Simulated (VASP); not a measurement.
# MgO (zincblende type) (F-43m) in VASP: a series of runs, part 2 of 2

VASP 6.6.1. The steps go on from the part before.

### Step 3. Single point, PBEsol (7.66 Å³/atom)

This run uses another cell than the first one, of 7.66 Å³/atom.

INCAR reads:

```
SYSTEM = MgO
PREC = Accurate
ENCUT = 520
EDIFF = 1E-6
ISMEAR = -1
SIGMA = 0.05
LREAL = .FALSE.
LASPH = .TRUE.
NELM = 60
ALGO = Normal
ISIF = 2
LWAVE = .FALSE.
LCHARG = .FALSE.
GGA = PS
NBANDS = 11
```

KPOINTS reads:

```
Automatic mesh
0
G
  16 16 16
  0 0 0
```

POSCAR reads:

```
MgO
1.0
    0.0000000000      1.9712032757      1.9712032757
    1.9712032757      0.0000000000      1.9712032757
    1.9712032757      1.9712032757      0.0000000000
Mg O
1 1
Direct
    0.0000000000      0.0000000000      0.0000000000
    0.2500000000      0.2500000000      0.2500000000
```

Potentials or basis: VASP PAW PBE potentials, release 64 (Mg, O).

Command:

```bash
$ cat potpaw_PBE.64/Mg/POTCAR potpaw_PBE.64/O/POTCAR > POTCAR
$ mpirun -np 1 vasp_std > vasp.out
```

OUTCAR:

```text
SYSTEM = MgO
   PREC = Accurate
   ENCUT = 520
   EDIFF = 1E-6
   ISMEAR = -1
   LREAL = .FALSE.
   LASPH = .TRUE.
   NELM = 60
   ISIF = 2
   GGA = PS

 ion  position               nearest neighbor table
   1  0.000  0.000  0.000-   2 1.71   2 1.71   2 1.71   2 1.71
   2  0.250  0.250  0.250-   1 1.71   1 1.71   1 1.71   1 1.71

  LATTYP: Found a face centered cubic cell.
 ALAT       =     3.9424065514

  Lattice vectors:

 A1 = (   0.0000000000,   1.9712032757,   1.9712032757)
 A2 = (   1.9712032757,   0.0000000000,   1.9712032757)
 A3 = (   1.9712032757,   1.9712032757,   0.0000000000)

Analysis of symmetry for initial positions (statically):
=====================================================================
 Subroutine PRICEL returns:
 Original cell was already a primitive cell.

 Routine SETGRP: Setting up the symmetry group for a
 face centered cubic supercell.

 Subroutine GETGRP returns: Found 24 space group operations
 (whereof 24 operations were pure point group operations)
 out of a pool of 48 trial point group operations.

The static configuration has the point symmetry T_d .

Analysis of symmetry for dynamics (positions and initial velocities):
=====================================================================
 Subroutine PRICEL returns:
 Original cell was already a primitive cell.

 Routine SETGRP: Setting up the symmetry group for a
 face centered cubic supercell.

 Subroutine GETGRP returns: Found 24 space group operations
 (whereof 24 operations were pure point group operations)
 out of a pool of 48 trial point group operations.

The dynamic configuration has the point symmetry T_d .

 Subroutine INISYM returns: Found 24 space group operations
 (whereof 24 operations are pure point group operations),
 and found     1 'primitive' translations

----------------------------------------------------------------------------------------

                                     Primitive cell

  volume of cell :      15.3188

  direct lattice vectors                    reciprocal lattice vectors
     0.000000000  1.971203276  1.971203276    -0.253652176  0.253652176  0.253652176
     1.971203276  0.000000000  1.971203276     0.253652176 -0.253652176  0.253652176
     1.971203276  1.971203276  0.000000000     0.253652176  0.253652176 -0.253652176

  length of vectors
     2.787702407  2.787702407  2.787702407     0.439338456  0.439338456  0.439338456

  position of ions in fractional coordinates (direct lattice)
     0.000000000  0.000000000  0.000000000
     0.250000000  0.250000000  0.250000000

  ion indices of the primitive-cell ions
   primitive index   ion index
                 1           1
                 2           2

----------------------------------------------------------------------------------------

 KPOINTS: Automatic mesh

Automatic generation of k-mesh.
 Grid dimensions read from file:
 generate k-points for:   16   16   16

 Generating k-lattice:

  Cartesian coordinates                     Fractional coordinates (reciprocal lattice)
    -0.015853261  0.015853261  0.015853261     0.062500000  0.000000000  0.000000000
     0.015853261 -0.015853261  0.015853261     0.000000000  0.062500000  0.000000000
     0.015853261  0.015853261 -0.015853261     0.000000000  0.000000000  0.062500000

  Length of vectors
     0.027458654  0.027458654  0.027458654

  Shift w.r.t. Gamma in fractional coordinates (k-lattice)
     0.000000000  0.000000000  0.000000000

 Subroutine IBZKPT returns following result:
 ===========================================

 Found    145 irreducible k-points:

 Following reciprocal coordinates:
            Coordinates               Weight
  0.000000  0.000000  0.000000      1.000000
  0.062500  0.000000  0.000000      8.000000
  0.125000  0.000000  0.000000      8.000000
  0.187500  0.000000  0.000000      8.000000
  0.250000  0.000000  0.000000      8.000000
  0.312500  0.000000  0.000000      8.000000
[... 16 lines left out ...]
 -0.125000  0.062500  0.000000     24.000000
 -0.062500  0.062500  0.000000     12.000000
 [... further k-points ...]
   k-points           NKPTS =    145   k-points in BZ     NKDIM =    145   number of bands    NBANDS=     11
   number of dos      NEDOS =    301   number of ions     NIONS =      2
   total plane-waves  NPLWV =  13824
   dimension x,y,z NGX =    24 NGY =   24 NGZ =   24
   dimension x,y,z NGXF=    48 NGYF=   48 NGZF=   48
   ions per type =               1   1
   NGX,Y,Z   is equivalent  to a cutoff of  14.31, 14.31, 14.31 a.u.
   NGXF,Y,Z  is equivalent  to a cutoff of  28.63, 28.63, 28.63 a.u.
 SYSTEM =  MgO
   PREC   = accura    normal or accurate (medium, high low for compatibility)
   ISTART =      0    job   : 0-new  1-cont  2-samecut
   ICHARG =      2    charge: 1-file 2-atom 10-const
   ISPIN  =      1    spin polarized calculation?
   LNONCOLLINEAR =      F non collinear calculations
   LSORBIT =      F    spin-orbit coupling
   LASPH  =      T    aspherical Exc in radial PAW
   ENCUT  =  520.0 eV  38.22 Ry    6.18 a.u.   5.18  5.18  5.18*2*pi/ulx,y,z
   NELM   =     60;   NELMIN=  2; NELMDL= -5     # of ELM steps
   EDIFF  = 0.1E-05   stopping-criterion for ELM
   LREAL  =      F    real-space projection
   EDIFFG = 0.1E-04   stopping-criterion for IOM
   NSW    =      0    number of steps for IOM
   IBRION =     -1    ionic relax: 0-MD 1-quasi-New 2-CG
   NFREE  =      0    steps in history (QN), initial steepest desc. (CG)
   ISIF   =      2    stress and relaxation
   ISYM   =      2    0-nonsym 1-usesym 2-fastsym
   POTIM  = 0.5000    time-step for ionic-motion
   TEBEG  =    0.0;   TEEND  =   0.0 temperature during run
   PSTRESS=    0.0 pullay stress
   NELECT =       8.0000    total number of electrons
   NUPDOWN=      -1.0000    fix difference up-down
   EMIN   =  10.00;   EMAX   =-10.00  energy-range for DOS
   EFERMI =   0.00;   METHOD = LEGACY
   ISMEAR =    -1;   SIGMA  =   0.05  broadening in eV -4-tet -1-fermi 0-gaus
   EFERMI_NEDOS =   21; number of points for ismear=-14 and -15
   IALGO  =     38    algorithm
   IMIX   =      4    mixing-type and parameters
     AMIX     =   0.40;   BMIX     =  1.00
     AMIX_MAG =   1.60;   BMIX_MAG =  1.00
  volume/ion in A,a.u.               =       7.66        51.69
  Fermi-wavevector in a.u.,A,eV,Ry     =   1.318348  2.491317 23.647491  1.738042
  Thomas-Fermi vector in A             =   2.448324
   LORBIT       =      0    0 simple, 1 ext, 2 COOP (PROOUT), +10 PAW based schemes
   GGA     = PS    functional components
   LHFCALC =     F    Hartree Fock is set to
   AEXX    =    0.0000 exact exchange contribution
   IVDW    =     0    specifies the selected vdW correction
   LEPSILON=     F    determine dielectric tensor
   LRPA    =     F    only Hartree local field effects (RPA)
 non-spin polarized calculation
  energy-cutoff  :      520.00
  volume of cell :       15.32
 maximum number of plane-waves:       428
 NGX is ok and might be reduce to    24
   NGX = 11   NGY = 11   NGZ = 11

 number of electron       8.0000002 magnetization

 Free energy of the ion-electron system (eV)
  ---------------------------------------------------
  ext. energy  EPLUGINS =         0.00000000
  ---------------------------------------------------
  free energy    TOTEN  =        -9.71365030 eV

  energy without entropy =       -9.71365030  energy(sigma->0) =       -9.71365030

 E-fermi :   4.8041     XC(G=0): -12.0585

 val. band max:        3.5916972515   @ k =  -0.1250   0.1250   0.0000
 cond. band min:      10.1605875763   @ k =   0.0000   0.0000   0.0000
 fundamental gap:      6.5688903248
 Fermi energy:         4.8041268982

 k-point     1 :       0.0000    0.0000    0.0000
  band No.  band energies     occupation
      1     -13.8694      2.00000
      2       3.5619      2.00000
      3       3.5619      2.00000
      4       3.5619      2.00000
      5      10.1606      0.00000
      6      25.5037      0.00000
      7      25.5037      0.00000
      8      25.5037      0.00000
      9      28.2045      0.00000
     10      28.2045      0.00000
     11      29.6159      0.00000
[... 309 lines left out ...]
 k-point    24 :      -0.0625    0.0625    0.0000
  band No.  band energies     occupation
      1     -13.7300      2.00000
      2       2.9824      2.00000
      3       3.4858      2.00000
      4       3.5754      2.00000
      5      10.8009      0.00000
      6      24.1229      0.00000
      7      24.9766      0.00000
      8      25.2245      0.00000
      9      26.8409      0.00000
     10      27.7539      0.00000
     11      29.8770      0.00000

 [... further k-points ...]

------------------------ aborting loop because EDIFF is reached ----------------------------------------

  FORCE on cell =-STRESS in cart. coord.  units (eV):
  Direction    XX          YY          ZZ          XY          YZ          ZX
  --------------------------------------------------------------------------------------
  -------------------------------------------------------------------------------------
  Total       13.0115962     13.0115962     13.0115962      0.0000000     -0.0000000     -0.0000000
  in kB     1360.8709031   1360.8709031   1360.8709031      0.0000000     -0.0000000     -0.0000000
  external PRESSURE =    1360.8709031 kB  Pullay stress =       0.0000000 kB

 VOLUME and BASIS-vectors are now :
 -----------------------------------------------------------------------------
  energy-cutoff  :      520.00
  volume of cell :       15.32
      direct lattice vectors                 reciprocal lattice vectors
     0.000000000  1.971203276  1.971203276    -0.253652176  0.253652176  0.253652176
     1.971203276  0.000000000  1.971203276     0.253652176 -0.253652176  0.253652176
     1.971203276  1.971203276  0.000000000     0.253652176  0.253652176 -0.253652176

 POSITION                                       TOTAL-FORCE (eV/Angst)
 -----------------------------------------------------------------------------------
      0.00000      0.00000      0.00000        -0.000000     -0.000000     -0.000000
      0.98560      0.98560      0.98560         0.000000      0.000000      0.000000
 -----------------------------------------------------------------------------------
    total drift:                                0.000000      0.000000      0.000000

  FREE ENERGIE OF THE ION-ELECTRON SYSTEM (eV)
  ---------------------------------------------------
  free  energy   TOTEN  =        -9.7136503038 eV

  energy  without entropy=       -9.7136503038  energy(sigma->0) =       -9.71365030
```

OSZICAR:

```text
N       E                     dE             d eps       ncg     rms          rms(c)
DAV:   1     0.167601884441E+02    0.16760E+02   -0.48910E+03  3638   0.663E+02
DAV:   2    -0.118666743826E+02   -0.28627E+02   -0.28118E+02  3730   0.150E+02
DAV:   3    -0.123710316566E+02   -0.50436E+00   -0.50411E+00  3985   0.171E+01
DAV:   4    -0.123721949615E+02   -0.11633E-02   -0.11633E-02  3498   0.933E-01
DAV:   5    -0.123721986168E+02   -0.36553E-05   -0.36553E-05  3872   0.496E-02    0.925E+00
DAV:   6    -0.980443132681E+01    0.25678E+01   -0.11347E+01  3454   0.199E+01    0.221E+00
DAV:   7    -0.973880921350E+01    0.65622E-01   -0.13837E-01  3667   0.274E+00    0.145E+00
DAV:   8    -0.971401066818E+01    0.24799E-01   -0.19385E-02  3489   0.159E+00    0.175E-01
DAV:   9    -0.971363700999E+01    0.37366E-03   -0.12095E-03  3799   0.218E-01    0.739E-02
DAV:  10    -0.971365023359E+01   -0.13224E-04   -0.19649E-04  3507   0.105E-01    0.121E-02
DAV:  11    -0.971365030380E+01   -0.70204E-07   -0.34159E-06  3682   0.149E-02
   1 F= -.97136503E+01 E0= -.97136503E+01  d E =-.400104E-11
```

Run time: 37 s. Hardware: 1 thread of Intel Xeon 8259CL, shared host; peak memory 0.16 GiB.

Results:

```
Free energy            : -9.7137 eV
Pressure               : 136.1 GPa
Band gap on the k mesh : 6.57 eV (least direct gap 6.60 eV)
```

Caveat: the cell stands under pressure; the PAW data sets were made with another functional, which shifts forces and pressure a little. A k mesh can miss the band edges.

### Step 4. Single point, PBEsol (11.25 Å³/atom)

This run uses another cell than the first one, of 11.25 Å³/atom.

INCAR reads:

```
ALGO = Normal ; EDIFF = 1E-6
ENCUT = 520 ; GGA = PS
ISIF = 2 ; ISMEAR = -1
LASPH = T ; LCHARG = F
LREAL = F ; LWAVE = F
NBANDS = 11 ; NELM = 60
PREC = Accurate ; SIGMA = 0.05
```

KPOINTS reads:

```
k-points
0
Gamma
  16 16 16
```

POSCAR reads:

```
MgO
1.0
    0.0000000000      2.2406844766      2.2406844766
    2.2406844766      0.0000000000      2.2406844766
    2.2406844766      2.2406844766      0.0000000000
Mg O
1 1
Direct
    0.0000000000      0.0000000000      0.0000000000
    0.2500000000      0.2500000000      0.2500000000
```

Command:

```bash
$ cat potpaw_PBE.64/Mg/POTCAR potpaw_PBE.64/O/POTCAR > POTCAR
$ mpirun -np 1 vasp_std > vasp.out
```

It took 39 s on 1 thread of Intel Xeon 8259CL, shared host; peak memory 0.17 GiB.

The run converged. Its results:

```yaml
Free_energy: -12.1695 eV
Pressure: 8.3 GPa
Band_gap_on_the_k_mesh: 3.84 eV
```

Levels at points of the mesh, in eV from the valence-band top:
```tsv
k point	band 2	band 3	band 4	band 5	band 6	band 7
(0.00, 0.00, 0.00)	0.00	0.00	0.00	3.84	17.31	17.31
(0.50, 0.00, 0.00)	-3.24	-0.19	-0.19	9.05	10.00	14.91
(0.50, 0.50, 0.00)	-2.67	-0.77	-0.77	6.23	11.68	14.87
```

Caveat: the cell stands under pressure; the PAW data sets were made with another functional, which shifts forces and pressure a little. A k mesh can miss the band edges.

### Step 5. Summary

```csv
cell,gap on the mesh (eV),pressure (GPa)
"a = 2.650 Å, angles 60.0°, 2 atoms",7.25,249.7
"a = 2.788 Å, angles 60.0°, 2 atoms",6.57,136.1
"a = 3.169 Å, angles 60.0°, 2 atoms",3.84,8.3
```

Alike in all rows: task single point; level PBEsol; potentials or basis VASP PAW PBE potentials, release 64 (Mg, O); no spin polarisation; k mesh 16 × 16 × 16; cutoff (eV) 520; smearing fermi-dirac 0.05 eV.

Caveats: the cell stands under pressure; the PAW data sets were made with another functional, which shifts forces and pressure a little.

Total energies depend on the potentials used, so only differences within one code and one set of settings carry meaning.
